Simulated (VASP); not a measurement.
# PbSe in VASP: single point with PBE0

Aim: the single point of PbSe with PBE0.

Everything below comes from runs of VASP 6.6.1. Logs are shortened: lines on timing, memory, paths and dates and some standing lists are left out, and cuts for length are marked.

### 1 The cell of the first run

The typed cell holds 4 atoms: a = 7.225 Å, b = 4.347 Å, c = 7.225 Å, α = 72.49°, β = 35.01°, γ = 72.49°.

### 2 Single point, PBE0

The input, POSCAR:

```
PbSe
1.0
    0.0000000000      6.5386896052      3.0736697802
    3.0736711420      0.0000000000      3.0736697802
    3.0736711420      6.5386896052      0.0000000000
Pb Se
2 2
Direct
    0.1324252531      0.8506268962      0.1493731038
    0.8506268962      0.1324252531      0.8675747469
    0.6373131566      0.3456356941      0.6543643059
    0.3456356941      0.6373131566      0.3626868434
```

The input, INCAR.step1:

```
SYSTEM = PbSe
PREC = Accurate
ENCUT = 520
EDIFF = 1E-5
ISMEAR = 0
SIGMA = 0.01
LREAL = .FALSE.
LASPH = .TRUE.
NELM = 60
ALGO = Normal
ISIF = 2
LWAVE = .TRUE.
GGA = PE
NBANDS = 28
KPAR = 4
```

The input, INCAR.step2:

```
SYSTEM = PbSe
PREC = Accurate
ENCUT = 520
EDIFF = 1E-6
ISMEAR = 0
SIGMA = 0.01
LREAL = .FALSE.
LASPH = .TRUE.
NELM = 60
ALGO = Normal
ISIF = 2
LWAVE = .FALSE.
LCHARG = .TRUE.
GGA = PE
LHFCALC = .TRUE.
AEXX = 0.25
PRECFOCK = Normal
LVHAR = .TRUE.
ISTART = 1
NBANDS = 28
KPAR = 4
```

The input, KPOINTS:

```
Automatic mesh
0
G
  4 4 4
  0 0 0
```

Potentials or basis: VASP PAW PBE potentials, release 64 (Pb_d, Se).

Command:

```bash
$ cat potpaw_PBE.64/Pb_d/POTCAR potpaw_PBE.64/Se/POTCAR > POTCAR
$ cp INCAR.step1 INCAR
$ mpirun -np 4 vasp_std > vasp.out
$ cp INCAR.step2 INCAR
$ mpirun -np 4 vasp_std > vasp.out
```

OUTCAR:

```text
SYSTEM = PbSe
   PREC = Accurate
   ENCUT = 520
   EDIFF = 1E-6
   ISMEAR = 0
   LREAL = .FALSE.
   LASPH = .TRUE.
   NELM = 60
   ISIF = 2
   GGA = PE
   LHFCALC = .TRUE.
   AEXX = 0.25
   PRECFOCK = Normal
   ISTART = 1

 ion  position               nearest neighbor table
   1  0.132  0.851  0.149-   4 2.79   3 3.07   3 3.07   3 3.07   3 3.07   2 3.69
   2  0.851  0.132  0.868-   3 2.79   4 3.07   4 3.07   4 3.07   4 3.07   1 3.69
   3  0.637  0.346  0.654-   2 2.79   1 3.07   1 3.07   1 3.07   1 3.07
   4  0.346  0.637  0.363-   1 2.79   2 3.07   2 3.07   2 3.07   2 3.07

  LATTYP: Found a body centered tetragonal cell.
 ALAT       =     4.3468264524
 C/A-ratio  =     3.0084889180

  Lattice vectors:

 A1 = (   0.0000000000,  -6.5386896052,  -3.0736697802)
 A2 = (   0.0000000000,  -6.5386896052,   3.0736697802)
 A3 = (  -3.0736711420,   6.5386896052,   0.0000000000)

Analysis of symmetry for initial positions (statically):
=====================================================================
 Subroutine PRICEL returns:
 Original cell was already a primitive cell.

 Routine SETGRP: Setting up the symmetry group for a
 body centered tetragonal supercell.

 Subroutine GETGRP returns: Found  4 space group operations
 (whereof  4 operations were pure point group operations)
 out of a pool of 16 trial point group operations.

The static configuration has the point symmetry C_2v.

Analysis of symmetry for dynamics (positions and initial velocities):
=====================================================================
 Subroutine PRICEL returns:
 Original cell was already a primitive cell.

 Routine SETGRP: Setting up the symmetry group for a
 body centered tetragonal supercell.

 Subroutine GETGRP returns: Found  4 space group operations
 (whereof  4 operations were pure point group operations)
 out of a pool of 16 trial point group operations.

The dynamic configuration has the point symmetry C_2v.

 Subroutine INISYM returns: Found  4 space group operations
 (whereof  4 operations are pure point group operations),
 and found     1 'primitive' translations

----------------------------------------------------------------------------------------

                                     Primitive cell

  volume of cell :     123.5479

  direct lattice vectors                    reciprocal lattice vectors
     0.000000000  6.538689605  3.073669780    -0.162671925  0.076467921  0.162671997
     3.073671142  0.000000000  3.073669780     0.162671925 -0.076467921  0.162671997
     3.073671142  6.538689605  0.000000000     0.162671925  0.076467921 -0.162671997

  length of vectors
     7.225088766  4.346826452  7.225089345     0.242428704  0.242428704  0.242428704

  position of ions in fractional coordinates (direct lattice)
     0.132425253  0.850626896  0.149373104
     0.850626896  0.132425253  0.867574747
     0.637313157  0.345635694  0.654364306
     0.345635694  0.637313157  0.362686843

  ion indices of the primitive-cell ions
   primitive index   ion index
                 1           1
                 2           2
                 3           3
                 4           4

----------------------------------------------------------------------------------------

 KPOINTS: Automatic mesh

Automatic generation of k-mesh.
 Grid dimensions read from file:
 generate k-points for:    4    4    4

 Generating k-lattice:

  Cartesian coordinates                     Fractional coordinates (reciprocal lattice)
    -0.040667981  0.019116980  0.040667999     0.250000000  0.000000000  0.000000000
     0.040667981 -0.019116980  0.040667999     0.000000000  0.250000000  0.000000000
     0.040667981  0.019116980 -0.040667999     0.000000000  0.000000000  0.250000000

  Length of vectors
     0.060607176  0.060607176  0.060607176

  Shift w.r.t. Gamma in fractional coordinates (k-lattice)
     0.000000000  0.000000000  0.000000000

 Subroutine IBZKPT returns following result:
 ===========================================

 Found     18 irreducible k-points:

 Following reciprocal coordinates:
            Coordinates               Weight
  0.000000  0.000000  0.000000      1.000000
  0.250000 -0.000000  0.000000      8.000000
  0.500000 -0.000000  0.000000      4.000000
  0.250000  0.250000  0.000000      2.000000
  0.000000 -0.250000 -0.250000      2.000000
  0.500000  0.250000  0.000000      8.000000
[... 10 lines left out ...]
  0.250000 -0.250000  0.500000      2.000000
  0.500000  0.000000  0.500000      1.000000
   k-points           NKPTS =     18   k-points in BZ     NKDIM =     64   number of bands    NBANDS=     28
   number of dos      NEDOS =    301   number of ions     NIONS =      4
   total plane-waves  NPLWV =  93312
   dimension x,y,z NGX =    54 NGY =   32 NGZ =   54
   dimension x,y,z NGXF=   108 NGYF=   64 NGZF=  108
   ions per type =               2   2
   NGX,Y,Z   is equivalent  to a cutoff of  12.43, 12.24, 12.43 a.u.
   NGXF,Y,Z  is equivalent  to a cutoff of  24.85, 24.48, 24.85 a.u.
 SYSTEM =  PbSe
   PREC   = accura    normal or accurate (medium, high low for compatibility)
   ISTART =      1    job   : 0-new  1-cont  2-samecut
   ICHARG =      0    charge: 1-file 2-atom 10-const
   ISPIN  =      1    spin polarized calculation?
   LNONCOLLINEAR =      F non collinear calculations
   LSORBIT =      F    spin-orbit coupling
   LASPH  =      T    aspherical Exc in radial PAW
   ENCUT  =  520.0 eV  38.22 Ry    6.18 a.u.  13.43  8.08 13.43*2*pi/ulx,y,z
   NELM   =     60;   NELMIN=  2; NELMDL=  0     # of ELM steps
   EDIFF  = 0.1E-05   stopping-criterion for ELM
   LREAL  =      F    real-space projection
   EDIFFG = 0.1E-04   stopping-criterion for IOM
   NSW    =      0    number of steps for IOM
   IBRION =     -1    ionic relax: 0-MD 1-quasi-New 2-CG
   NFREE  =      0    steps in history (QN), initial steepest desc. (CG)
   ISIF   =      2    stress and relaxation
   ISYM   =      3    0-nonsym 1-usesym 2-fastsym
   POTIM  = 0.5000    time-step for ionic-motion
   TEBEG  =    0.0;   TEEND  =   0.0 temperature during run
   PSTRESS=    0.0 pullay stress
   NELECT =      40.0000    total number of electrons
   NUPDOWN=      -1.0000    fix difference up-down
   EMIN   =  10.00;   EMAX   =-10.00  energy-range for DOS
   EFERMI =   0.00;   METHOD = LEGACY
   ISMEAR =     0;   SIGMA  =   0.01  broadening in eV -4-tet -1-fermi 0-gaus
   EFERMI_NEDOS =   21; number of points for ismear=-14 and -15
   IALGO  =     38    algorithm
   IMIX   =      1    mixing-type and parameters
     AMIX     =   0.40;   BMIX     =  1.00
     AMIX_MAG =   1.60;   BMIX_MAG =  1.00
  volume/ion in A,a.u.               =      30.89       208.44
  Fermi-wavevector in a.u.,A,eV,Ry     =   1.124130  2.124297 17.193238  1.263667
  Thomas-Fermi vector in A             =   2.260800
   LORBIT       =      0    0 simple, 1 ext, 2 COOP (PROOUT), +10 PAW based schemes
   GGA     = PE    functional components
   LHFCALC =     T    Hartree Fock is set to
   PRECFOCK=normal    Normal, Fast or Accurate (Low or Medium for compatibility)
   ENCUT4O =  -1.0   cutoff for four orbital integrals eV
   NKREDX  =     1    reduce k-point grid by
   NKREDY  =     1    reduce k-point grid by
   NKREDZ  =     1    reduce k-point grid by
   AEXX    =    0.2500 exact exchange contribution
   HFSCREEN=    0.0000 screening length (either q_TF or 0.3 A-1)
   HFSCREENC=   0.0000 screening length for correlation (either q_TF or 0.3 A-1)
   ENCUTFOCK=  -1.0 apply spherical cutoff to Coloumb kernel
   IVDW    =     0    specifies the selected vdW correction
   LEPSILON=     F    determine dielectric tensor
   LRPA    =     F    only Hartree local field effects (RPA)
 non-spin polarized calculation
 Gauss-broadening in eV      SIGMA  =   0.01
  energy-cutoff  :      520.00
  volume of cell :      123.55
 maximum number of plane-waves:      3352
 NGX is ok and might be reduce to    54
  NGX = 42; NGY = 28; NGZ = 42

 number of electron      40.0000001 magnetization

 Free energy of the ion-electron system (eV)
  ---------------------------------------------------
  ext. energy  EPLUGINS =         0.00000000
  ---------------------------------------------------
  free energy    TOTEN  =       -21.20481747 eV

  energy without entropy =      -21.20481747  energy(sigma->0) =      -21.20481747

 E-fermi :   3.4246     XC(G=0):  -7.1914

 val. band max:        3.3404663544   @ k =   0.0000   0.0000   0.0000
 cond. band min:       5.1127516565   @ k =   0.5000   0.0000   0.5000
 fundamental gap:      1.7722853021
 Fermi energy:         3.4246423975

 k-point     1 :       0.0000    0.0000    0.0000
  band No.  band energies     occupation
      1     -15.0774      2.00000
      2     -15.0332      2.00000
      3     -15.0042      2.00000
      4     -14.9959      2.00000
      5     -14.9923      2.00000
      6     -14.9772      2.00000
[... 20 lines left out ...]
     27      10.9363      0.00000
     28      10.9363      0.00000

 k-point     2 :       0.2500   -0.0000    0.0000
  band No.  band energies     occupation
      1     -15.0725      2.00000
      2     -15.0118      2.00000
      3     -15.0092      2.00000
      4     -14.9973      2.00000
      5     -14.9909      2.00000
      6     -14.9815      2.00000
[... 20 lines left out ...]
     27      11.1194      0.00000
     28      11.8508      0.00000

 k-point     3 :       0.5000   -0.0000    0.0000
  band No.  band energies     occupation
      1     -15.0680      2.00000
      2     -15.0187      2.00000
      3     -15.0176      2.00000
      4     -14.9980      2.00000
      5     -14.9784      2.00000
      6     -14.9759      2.00000
[... 20 lines left out ...]
     27      12.1091      0.00000
     28      13.2851      0.00000

 k-point     4 :       0.2500    0.2500    0.0000
  band No.  band energies     occupation
      1     -15.0587      2.00000
      2     -15.0574      2.00000
      3     -15.0156      2.00000
      4     -14.9841      2.00000
      5     -14.9782      2.00000
      6     -14.9720      2.00000
[... 392 lines left out ...]
     27      10.6712      0.00000
     28      12.7966      0.00000

 k-point    17 :       0.2500   -0.2500    0.5000
  band No.  band energies     occupation
      1     -15.1121      2.00000
      2     -15.0357      2.00000
      3     -15.0106      2.00000
      4     -14.9867      2.00000
      5     -14.9753      2.00000
      6     -14.9690      2.00000
[... 20 lines left out ...]
     27      10.6712      0.00000
     28      12.7966      0.00000

 k-point    18 :       0.5000    0.0000    0.5000
  band No.  band energies     occupation
      1     -15.1497      2.00000
      2     -15.0072      2.00000
      3     -14.9936      2.00000
      4     -14.9893      2.00000
      5     -14.9795      2.00000
      6     -14.9750      2.00000
[... 20 lines left out ...]
     27      11.2997      0.00000
     28      11.4019      0.00000

------------------------ aborting loop because EDIFF is reached ----------------------------------------

  FORCE on cell =-STRESS in cart. coord.  units (eV):
  Direction    XX          YY          ZZ          XY          YZ          ZX
  --------------------------------------------------------------------------------------
  -------------------------------------------------------------------------------------
  Total        0.4467333      0.2098813      0.4467796      0.0000000      0.0000000      0.0000000
  in kB        5.7932670      2.7217543      5.7938685      0.0000000      0.0000000      0.0000000
  external PRESSURE =       4.7696300 kB  Pullay stress =       0.0000000 kB

 VOLUME and BASIS-vectors are now :
 -----------------------------------------------------------------------------
  energy-cutoff  :      520.00
  volume of cell :      123.55
      direct lattice vectors                 reciprocal lattice vectors
     0.000000000  6.538689605  3.073669780    -0.162671925  0.076467921  0.162671997
     3.073671142  0.000000000  3.073669780     0.162671925 -0.076467921  0.162671997
     3.073671142  6.538689605  0.000000000     0.162671925  0.076467921 -0.162671997

 POSITION                                       TOTAL-FORCE (eV/Angst)
 -----------------------------------------------------------------------------------
      3.07367      1.84259      3.02158         0.000000      0.157703     -0.000031
      3.07367     11.23479      3.02158         0.000000     -0.157703     -0.000031
      3.07367      8.44588      3.02126         0.000000      0.157305      0.000031
      3.07367      4.63150      3.02126         0.000000     -0.157305      0.000031
 -----------------------------------------------------------------------------------
    total drift:                                0.000002      0.000001      0.000054

  FREE ENERGIE OF THE ION-ELECTRON SYSTEM (eV)
  ---------------------------------------------------
  free  energy   TOTEN  =       -21.2048174665 eV

  energy  without entropy=      -21.2048174665  energy(sigma->0) =      -21.20481747
```

Wall time 66 min (4 MPI ranks of Intel Xeon Platinum 8488C (Sapphire Rapids), shared host); peak memory 0.38 GiB.

Results:

| Quantity | Value |
| --- | --- |
| Free energy | -21.2048 eV |
| Pressure | 0.5 GPa |
| Largest force | 0.158 eV/Å |
| Band gap on the k mesh | 1.77 eV (least direct gap 2.30 eV) |

Forces in eV/Å, atoms in the order of the input:
```
Pb   0.000  0.158  0.000
Pb   0.000 -0.158  0.000
Se   0.000  0.157  0.000
Se   0.000 -0.157  0.000
```

Stress tensor (GPa, compression positive):
```
0.58 0.00 0.00
0.00 0.27 0.00
0.00 0.00 0.58
```

Levels at points of the mesh, in eV from the valence-band top:
| k point | band 16 | band 17 | band 18 | band 19 | band 20 | band 21 | band 22 | band 23 | band 24 | band 25 |
| --- | --- | --- | --- | --- | --- | --- | --- | --- | --- | --- |
| (0.00, 0.00, 0.00) | -3.03 | -3.03 | -2.05 | -2.05 | 0.00 | 5.36 | 5.75 | 5.93 | 5.93 | 6.17 |
| (0.50, 0.00, 0.00) | -2.29 | -1.50 | -1.35 | -0.61 | -0.15 | 2.35 | 2.91 | 3.30 | 3.79 | 3.92 |
| (0.50, 0.50, 0.00) | -4.88 | -3.71 | -3.30 | -2.67 | -1.12 | 3.68 | 5.47 | 6.06 | 7.30 | 7.44 |
| (0.00, 0.50, 0.50) | -4.88 | -3.71 | -3.30 | -2.67 | -1.12 | 3.68 | 5.47 | 6.06 | 7.30 | 7.44 |
| (0.50, 0.00, 0.50) | -3.23 | -2.69 | -1.78 | -1.78 | -1.27 | 1.77 | 5.38 | 6.62 | 6.62 | 7.12 |

Caveat: the PAW data sets were made with another functional, which shifts forces and pressure a little; spin-orbit coupling is left out, which moves the levels of the heavy elements. A k mesh can miss the band edges.
